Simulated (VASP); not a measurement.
# Au in VASP: notebook

The runs below take Au through single point, with LDA.

All numbers are computed with VASP 6.6.1; they aren't measurements. Logs are shortened: lines on timing, memory, paths and dates and some standing lists are left out, and cuts for length are marked.

### Step 1. The cell of the first run

The structure is orthorhombic, space group Immm (No. 71). Conventional cell: a = 2.802 Å, b = 2.938 Å, c = 3.962 Å, α = 90.00°, β = 90.00°, γ = 90.00°. Within 3.7 Å of Au (site symmetry mmm) lie 12 Au at 2.80 to 2.94 Å.

### Step 2. Single point, LDA

INCAR reads:

```
PREC = Accurate ; ENCUT = 500
EDIFF = 1E-6 ; ISMEAR = 0
SIGMA = 0.1 ; LREAL = F
LASPH = T ; NELM = 120
ALGO = Normal ; ISIF = 2
LWAVE = F ; LCHARG = F
ISYM = 0 ; NBANDS = 18
GGA_COMPAT = F
```

KPOINTS reads:

```
Automatic mesh
0
Gamma
  9 6 23
```

POSCAR reads:

```
Au
1.0
    3.9621891203      0.0000000000      0.0000000000
    0.0000000000      5.6033815906      0.0000000000
   -1.9810945601      1.4008453976      1.4689649745
Au
2
Direct
    0.0000000000      0.5000000000      0.0000000000
    0.0000000000      0.0000000000      0.0000000000
```

Potentials or basis: VASP PAW LDA potentials, release 64 (Au).

On the command line:

```bash
cat potpaw_LDA.64/Au/POTCAR > POTCAR
mpirun -np 1 vasp_std > vasp.out
```

OUTCAR:

```text
PREC = Accurate
   ENCUT = 500
   EDIFF = 1E-6
   ISMEAR = 0
   LREAL = F
   LASPH = T
   NELM = 120
   ISIF = 2
   ISYM = 0

 ion  position               nearest neighbor table
   1  0.000  0.500  0.000-   2 2.80   2 2.80   2 2.84   2 2.84   2 2.84   2 2.84
   2  0.000  0.000  0.000-   1 2.80   1 2.80   1 2.84   1 2.84   1 2.84   1 2.84

IMPORTANT INFORMATION: All symmetrisations will be switched off!
NOSYMM: (Re-)initialisation of all symmetry stuff for point group C_1.

----------------------------------------------------------------------------------------

                                     Primitive cell

  volume of cell :      32.6135

  direct lattice vectors                    reciprocal lattice vectors
     3.962189120  0.000000000  0.000000000     0.252385732  0.000000000  0.340375713
     0.000000000  5.603381591  0.000000000     0.000000000  0.178463662 -0.170187856
    -1.981094560  1.400845398  1.468964974     0.000000000  0.000000000  0.680751425

  length of vectors
     3.962189120  5.603381591  2.836364148     0.423738343  0.246603295  0.680751425

  position of ions in fractional coordinates (direct lattice)
     0.000000000  0.500000000  0.000000000
     0.000000000  0.000000000  0.000000000

  ion indices of the primitive-cell ions
   primitive index   ion index
                 1           1
                 2           2

----------------------------------------------------------------------------------------

 KPOINTS: Automatic mesh

Automatic generation of k-mesh.
 Grid dimensions read from file:
 generate k-points for:    9    6   23

 Generating k-lattice:

  Cartesian coordinates                     Fractional coordinates (reciprocal lattice)
     0.028042859  0.000000000  0.037819524     0.111111111  0.000000000 -0.000000000
     0.000000000  0.029743944 -0.028364643     0.000000000  0.166666667  0.000000000
     0.000000000  0.000000000  0.029597888     0.000000000  0.000000000  0.043478261

  Length of vectors
     0.047082038  0.041100549  0.029597888

  Shift w.r.t. Gamma in fractional coordinates (k-lattice)
     0.000000000  0.000000000  0.000000000

 -----------------------------------------------------------------------------
|                                                                             |
|           W    W    AA    RRRRR   N    N  II  N    N   GGGG   !!!           |
|           W    W   A  A   R    R  NN   N  II  NN   N  G    G  !!!           |
|           W    W  A    A  R    R  N N  N  II  N N  N  G       !!!           |
|           W WW W  AAAAAA  RRRRR   N  N N  II  N  N N  G  GGG   !            |
|           WW  WW  A    A  R   R   N   NN  II  N   NN  G    G                |
|           W    W  A    A  R    R  N    N  II  N    N   GGGG   !!!           |
|                                                                             |
|     Your reciprocal lattice and k-lattice belong to different lattice       |
|     classes:                                                                |
|                                                                             |
|        The reciprocal lattice is base-centered monoclinic,                  |
|        whereas your k-lattice is triclinic.                                 |
|                                                                             |
|     Results are often still useful ...                                      |
|                                                                             |
 -----------------------------------------------------------------------------

 WARNING: IBZKPT: internal override: KBLOWUP is changed to .FALSE.
      ... skipping the blow-up phase ...

 Subroutine IBZKPT returns following result:
 ===========================================

 Found    622 irreducible k-points:

 Following reciprocal coordinates:
            Coordinates               Weight
  0.000000  0.000000  0.000000      1.000000
  0.111111  0.000000  0.000000      2.000000
  0.222222  0.000000  0.000000      2.000000
  0.333333  0.000000  0.000000      2.000000
  0.444444  0.000000  0.000000      2.000000
  0.000000  0.166667  0.000000      2.000000
[... 16 lines left out ...]
 -0.111111  0.333333  0.000000      2.000000
  0.000000  0.500000  0.000000      1.000000
 [... further k-points ...]
   k-points           NKPTS =    622   k-points in BZ     NKDIM =    622   number of bands    NBANDS=     18
   number of dos      NEDOS =    301   number of ions     NIONS =      2
   total plane-waves  NPLWV =  30240
   dimension x,y,z NGX =    30 NGY =   42 NGZ =   24
   dimension x,y,z NGXF=    60 NGYF=   84 NGZF=   48
   ions per type =               2
   NGX,Y,Z   is equivalent  to a cutoff of  12.59, 12.46, 14.07 a.u.
   NGXF,Y,Z  is equivalent  to a cutoff of  25.17, 24.92, 28.13 a.u.
 SYSTEM =  unknown system
   PREC   = accura    normal or accurate (medium, high low for compatibility)
   ISTART =      0    job   : 0-new  1-cont  2-samecut
   ICHARG =      2    charge: 1-file 2-atom 10-const
   ISPIN  =      1    spin polarized calculation?
   LNONCOLLINEAR =      F non collinear calculations
   LSORBIT =      F    spin-orbit coupling
   LASPH  =      T    aspherical Exc in radial PAW
   ENCUT  =  500.0 eV  36.75 Ry    6.06 a.u.   7.22 10.22  5.17*2*pi/ulx,y,z
   NELM   =    120;   NELMIN=  2; NELMDL= -5     # of ELM steps
   EDIFF  = 0.1E-05   stopping-criterion for ELM
   LREAL  =      F    real-space projection
   EDIFFG = 0.1E-04   stopping-criterion for IOM
   NSW    =      0    number of steps for IOM
   IBRION =     -1    ionic relax: 0-MD 1-quasi-New 2-CG
   NFREE  =      0    steps in history (QN), initial steepest desc. (CG)
   ISIF   =      2    stress and relaxation
   ISYM   =      0    0-nonsym 1-usesym 2-fastsym
   POTIM  = 0.5000    time-step for ionic-motion
   TEBEG  =    0.0;   TEEND  =   0.0 temperature during run
   PSTRESS=    0.0 pullay stress
   NELECT =      22.0000    total number of electrons
   NUPDOWN=      -1.0000    fix difference up-down
   EMIN   =  10.00;   EMAX   =-10.00  energy-range for DOS
   EFERMI =   0.00;   METHOD = LEGACY
   ISMEAR =     0;   SIGMA  =   0.10  broadening in eV -4-tet -1-fermi 0-gaus
   EFERMI_NEDOS =   21; number of points for ismear=-14 and -15
   IALGO  =     38    algorithm
   IMIX   =      4    mixing-type and parameters
     AMIX     =   0.40;   BMIX     =  1.00
     AMIX_MAG =   1.60;   BMIX_MAG =  1.00
  volume/ion in A,a.u.               =      16.31       110.04
  Fermi-wavevector in a.u.,A,eV,Ry     =   1.435765  2.713203 28.047348  2.061422
  Thomas-Fermi vector in A             =   2.555028
   LORBIT       =      0    0 simple, 1 ext, 2 COOP (PROOUT), +10 PAW based schemes
   GGA     = CA    functional components
   LHFCALC =     F    Hartree Fock is set to
   AEXX    =    0.0000 exact exchange contribution
   IVDW    =     0    specifies the selected vdW correction
   LEPSILON=     F    determine dielectric tensor
   LRPA    =     F    only Hartree local field effects (RPA)
 non-spin polarized calculation
 Gauss-broadening in eV      SIGMA  =   0.10
  energy-cutoff  :      500.00
  volume of cell :       32.61
 maximum number of plane-waves:       847
 NGX is ok and might be reduce to    30
   NGX = 15   NGY = 21   NGZ = 11

 number of electron      21.9999999 magnetization

 Free energy of the ion-electron system (eV)
  ---------------------------------------------------
  ext. energy  EPLUGINS =         0.00000000
  ---------------------------------------------------
  free energy    TOTEN  =        -8.87173665 eV

  energy without entropy =       -8.86817562  energy(sigma->0) =       -8.86995614

 E-fermi :  10.0807     XC(G=0): -13.2389

 val. band max:       10.0763179874   @ k =  -0.4444  -0.1667   0.3478
 cond. band min:      10.0858655901   @ k =   0.3333   0.0000   0.1304
 fundamental gap:      0.0095476027
 Fermi energy:        10.0806510384

 k-point     1 :       0.0000    0.0000    0.0000
  band No.  band energies     occupation
      1      -0.3423      2.00000
      2       2.5161      2.00000
      3       2.8645      2.00000
      4       4.7925      2.00000
      5       5.1749      2.00000
      6       5.2552      2.00000
[... 10 lines left out ...]
     17      27.7781      0.00000
     18      27.9352      0.00000

 k-point     2 :       0.1111    0.0000    0.0000
  band No.  band energies     occupation
      1       0.0794      2.00000
      2       2.7425      2.00000
      3       3.1024      2.00000
      4       4.7626      2.00000
      5       5.1930      2.00000
      6       5.3869      2.00000
[... 10 lines left out ...]
     17      26.1754      0.00000
     18      28.5008      0.00000

 k-point     3 :       0.2222    0.0000    0.0000
  band No.  band energies     occupation
      1       1.1492      2.00000
      2       3.0954      2.00000
      3       3.8994      2.00000
      4       4.7661      2.00000
      5       5.2602      2.00000
      6       5.5073      2.00000
[... 10 lines left out ...]
     17      25.7592      0.00000
     18      27.6431      0.00000

 k-point     4 :       0.3333    0.0000    0.0000
  band No.  band energies     occupation
      1       2.0265      2.00000
      2       2.9135      2.00000
      3       4.5160      2.00000
      4       5.1409      2.00000
      5       5.3567      2.00000
      6       5.7385      2.00000
[... 375 lines left out ...]
      4       4.7318      2.00000
      5       5.0146      2.00000
      6       5.0571      2.00000
[... 10 lines left out ...]
     17      25.7358      0.00000
     18      27.0353      0.00000

 k-point    23 :      -0.1111    0.3333    0.0000
  band No.  band energies     occupation
      1       1.9039      2.00000
      2       2.6682      2.00000
      3       3.8011      2.00000
      4       4.1298      2.00000
      5       5.3931      2.00000
      6       5.4276      2.00000
[... 10 lines left out ...]
     17      26.2858      0.00000
     18      26.6164      0.00000

 k-point    24 :       0.0000    0.5000    0.0000
  band No.  band energies     occupation
      1       2.1414      2.00000
      2       2.1414      2.00000
      3       3.8395      2.00000
      4       3.8395      2.00000
      5       5.7539      2.00000
      6       5.7539      2.00000
[... 10 lines left out ...]
     17      26.1807      0.00000
     18      26.1808      0.00000

 [... further k-points ...]
[... 5 lines left out ...]
  --------------------------------------------------------------------------------------
  -------------------------------------------------------------------------------------
  Total        0.9032216      1.0758333      0.5229118      0.0214401      0.0080895      0.0304643
  in kB       44.3719046     52.8516734     25.6887042      1.0532711      0.3974059      1.4965992
  external PRESSURE =      40.9707607 kB  Pullay stress =       0.0000000 kB

 VOLUME and BASIS-vectors are now :
 -----------------------------------------------------------------------------
  energy-cutoff  :      500.00
  volume of cell :       32.61
      direct lattice vectors                 reciprocal lattice vectors
     3.962189120  0.000000000  0.000000000     0.252385732  0.000000000  0.340375713
     0.000000000  5.603381591  0.000000000     0.000000000  0.178463662 -0.170187856
    -1.981094560  1.400845398  1.468964974     0.000000000  0.000000000  0.680751425

 POSITION                                       TOTAL-FORCE (eV/Angst)
 -----------------------------------------------------------------------------------
      0.00000      2.80169      0.00000        -0.000000      0.000000     -0.000000
      0.00000      0.00000      0.00000         0.000000     -0.000000      0.000000
 -----------------------------------------------------------------------------------
    total drift:                               -0.000000     -0.000000     -0.000000

  FREE ENERGIE OF THE ION-ELECTRON SYSTEM (eV)
  ---------------------------------------------------
  free  energy   TOTEN  =        -8.8717366494 eV

  energy  without entropy=       -8.8681756209  energy(sigma->0) =       -8.86995614
```

Run time: 4.7 min. Hardware: 1 thread of Intel Xeon 6975P-C, shared host; peak memory 0.39 GiB.

What came out:

```yaml
Free_energy: -8.8717 eV
Pressure: 4.1 GPa
Band_gap_on_the_k_mesh: zero (band 11 reaches 14.52 eV, above the bottom of band 12 at 7.38 eV)
```

Levels at points of the mesh, in eV from the Fermi level:
| k point | band 8 | band 9 | band 10 | band 11 | band 12 | band 13 | band 14 | band 15 |
| --- | --- | --- | --- | --- | --- | --- | --- | --- |
| (0.00, 0.00, 0.00) | -3.18 | -2.14 | -1.71 | -1.61 | 0.68 | 5.92 | 10.13 | 10.21 |
| (0.00, 0.50, 0.00) | -3.67 | -3.60 | -3.60 | -2.70 | -2.70 | 14.88 | 14.88 | 15.20 |

Caveat: spin-orbit coupling is left out, which moves the levels of the heavy elements.

### Step 3. Single point, LDA

INCAR reads:

```
SYSTEM = Au
PREC     = Accurate       ! precision mode
ENCUT    = 500            ! plane-wave cutoff, eV
EDIFF    = 1E-6           ! SCF threshold, eV
ISMEAR   = 0              ! smearing method
SIGMA    = 0.1            ! smearing width, eV
LREAL    = .FALSE.        ! projectors in reciprocal space
LASPH    = .TRUE.         ! aspherical terms in the spheres
NELM     = 120            ! most SCF steps
ALGO     = Normal         ! electronic algorithm
ISIF     = 2              ! what is computed and relaxed
LWAVE    = .FALSE.        ! write WAVECAR
LCHARG   = .FALSE.        ! write CHGCAR
ISYM     = 0            
NBANDS   = 18             ! bands
GGA_COMPAT= .FALSE.
```

KPOINTS reads:

```
Automatic mesh
0
G
  9 6 23
  0 0 0
```

POSCAR is that of step 2.

Potentials or basis: VASP PAW LDA potentials, release 64 (Au).

On the command line:

```bash
cat potpaw_LDA.64/Au/POTCAR > POTCAR
mpirun -np 1 vasp_std > vasp.out
```

OUTCAR:

```text
SYSTEM = Au
   PREC = Accurate
   ENCUT = 500
   EDIFF = 1E-6
   ISMEAR = 0
   LREAL = .FALSE.
   LASPH = .TRUE.
   NELM = 120
   ISIF = 2
   ISYM = 0

 ion  position               nearest neighbor table
   1  0.000  0.500  0.000-   2 2.80   2 2.80   2 2.84   2 2.84   2 2.84   2 2.84
   2  0.000  0.000  0.000-   1 2.80   1 2.80   1 2.84   1 2.84   1 2.84   1 2.84

IMPORTANT INFORMATION: All symmetrisations will be switched off!
NOSYMM: (Re-)initialisation of all symmetry stuff for point group C_1.

----------------------------------------------------------------------------------------

                                     Primitive cell

  volume of cell :      32.6135

  direct lattice vectors                    reciprocal lattice vectors
     3.962189120  0.000000000  0.000000000     0.252385732  0.000000000  0.340375713
     0.000000000  5.603381591  0.000000000     0.000000000  0.178463662 -0.170187856
    -1.981094560  1.400845398  1.468964974     0.000000000  0.000000000  0.680751425

  length of vectors
     3.962189120  5.603381591  2.836364148     0.423738343  0.246603295  0.680751425

  position of ions in fractional coordinates (direct lattice)
     0.000000000  0.500000000  0.000000000
     0.000000000  0.000000000  0.000000000
[... 143 lines left out ...]
  ---------------------------------------------------
  free energy    TOTEN  =        -8.87173665 eV

  energy without entropy =       -8.86817562  energy(sigma->0) =       -8.86995614

 E-fermi :  10.0807     XC(G=0): -13.2389

 val. band max:       10.0763179874   @ k =  -0.4444  -0.1667   0.3478
 cond. band min:      10.0858655901   @ k =   0.3333   0.0000   0.1304
 fundamental gap:      0.0095476027
 Fermi energy:        10.0806510384

 k-point     1 :       0.0000    0.0000    0.0000
  band No.  band energies     occupation
      1      -0.3423      2.00000
      2       2.5161      2.00000
      3       2.8645      2.00000
      4       4.7925      2.00000
      5       5.1749      2.00000
      6       5.2552      2.00000
[... 481 lines left out ...]
      5       5.7539      2.00000
      6       5.7539      2.00000
[... 10 lines left out ...]
     17      26.1807      0.00000
     18      26.1808      0.00000

 [... further k-points ...]
[... 5 lines left out ...]
  --------------------------------------------------------------------------------------
  -------------------------------------------------------------------------------------
  Total        0.9032216      1.0758333      0.5229118      0.0214401      0.0080895      0.0304643
  in kB       44.3719046     52.8516734     25.6887042      1.0532711      0.3974059      1.4965992
  external PRESSURE =      40.9707607 kB  Pullay stress =       0.0000000 kB

 VOLUME and BASIS-vectors are now :
 -----------------------------------------------------------------------------
  energy-cutoff  :      500.00
  volume of cell :       32.61
      direct lattice vectors                 reciprocal lattice vectors
     3.962189120  0.000000000  0.000000000     0.252385732  0.000000000  0.340375713
     0.000000000  5.603381591  0.000000000     0.000000000  0.178463662 -0.170187856
    -1.981094560  1.400845398  1.468964974     0.000000000  0.000000000  0.680751425

 POSITION                                       TOTAL-FORCE (eV/Angst)
 -----------------------------------------------------------------------------------
      0.00000      2.80169      0.00000        -0.000000      0.000000     -0.000000
      0.00000      0.00000      0.00000         0.000000     -0.000000      0.000000
 -----------------------------------------------------------------------------------
    total drift:                               -0.000000     -0.000000     -0.000000

  FREE ENERGIE OF THE ION-ELECTRON SYSTEM (eV)
  ---------------------------------------------------
  free  energy   TOTEN  =        -8.8717366494 eV

  energy  without entropy=       -8.8681756209  energy(sigma->0) =       -8.86995614
```

OSZICAR:

```text
N       E                     dE             d eps       ncg     rms          rms(c)
DAV:   1     0.119887031586E+03    0.11989E+03   -0.11331E+04 23256   0.114E+03
DAV:   2    -0.748291120851E+01   -0.12737E+03   -0.12179E+03 23872   0.260E+02
DAV:   3    -0.952486726001E+01   -0.20420E+01   -0.20318E+01 25890   0.334E+01
DAV:   4    -0.953357559738E+01   -0.87083E-02   -0.87075E-02 24578   0.232E+00
DAV:   5    -0.953364934974E+01   -0.73752E-04   -0.73752E-04 24780   0.223E-01    0.156E+01
DAV:   6    -0.893041791125E+01    0.60323E+00   -0.10626E+00 23460   0.950E+00    0.951E+00
DAV:   7    -0.887856051228E+01    0.51857E-01   -0.12354E-01 24958   0.320E+00    0.358E+00
DAV:   8    -0.887174201973E+01    0.68185E-02   -0.12352E-02 23920   0.998E-01    0.410E-01
DAV:   9    -0.887173440969E+01    0.76100E-05   -0.44339E-05 25332   0.588E-02    0.154E-02
DAV:  10    -0.887173667089E+01   -0.22612E-05   -0.10560E-06 19522   0.986E-03    0.614E-03
DAV:  11    -0.887173664941E+01    0.21475E-07   -0.21010E-07 12408   0.389E-03
   1 F= -.88717366E+01 E0= -.88699561E+01  d E =-.356103E-02
```

Wall time 4.1 min (1 thread of Intel Xeon 6975P-C, shared host); peak memory 0.39 GiB.

What came out:

| Quantity | Value |
| --- | --- |
| Free energy | -8.8717 eV |
| Pressure | 4.1 GPa |
| Band gap on the k mesh | zero (band 11 reaches 14.52 eV, above the bottom of band 12 at 7.38 eV) |

Caveat: spin-orbit coupling is left out, which moves the levels of the heavy elements.

(Part 1 of 2 ends here.)
